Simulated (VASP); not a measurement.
AlN:

```
Al N
1.0
     0.00000    2.03452    2.03452
     2.03452    0.00000    2.03452
     2.03452    2.03452    0.00000
Al N
1 1
Direct
  0.50000 0.50000 0.50000
  0.00000 0.00000 0.00000
```

```yaml
Program: VASP 6.6.1
Task: relaxation of cell and atoms
Functional: PBE-based screened hybrid
Potentials_or_basis: VASP PAW PBE potentials, release 64 (Al, N)
Cutoff: 600 eV
k_mesh: 6 × 6 × 6
Occupations: fermi-dirac, width 0.05 eV
Spin: no spin polarisation
```

At the start: pressure -7.2 GPa; volume 8.42 Å³/atom.

**Question.** How do energy, volume and symmetry change on relaxing?

**Answer.** Over 3 steps the energy falls by 5.2 meV/atom and the volume is 8.20 Å³/atom (-2.7 %); space group Fm-3m (No. 225, to 0.05 Å).

The path:
```tsv
step	energy change (eV)	largest force (eV/Å)	pressure (GPa)	volume (Å³)
1	0.0000	0.0000	-7.22	16.84
2	0.0011	0.0000	8.31	15.93
3	-0.0104	0.0000	-0.03	16.39
```

Final structure:
```
CELL_PARAMETERS angstrom
0.00000 2.01621 2.01621
2.01621 0.00000 2.01621
2.01621 2.01621 0.00000
ATOMIC_POSITIONS crystal
Al 0.50000 0.50000 0.50000
N 0.00000 0.00000 0.00000
```

Caveat: the k points lie up to 0.45 Å⁻¹ apart in the final cell; the PAW data sets were made with another functional, which shifts forces and pressure a little.
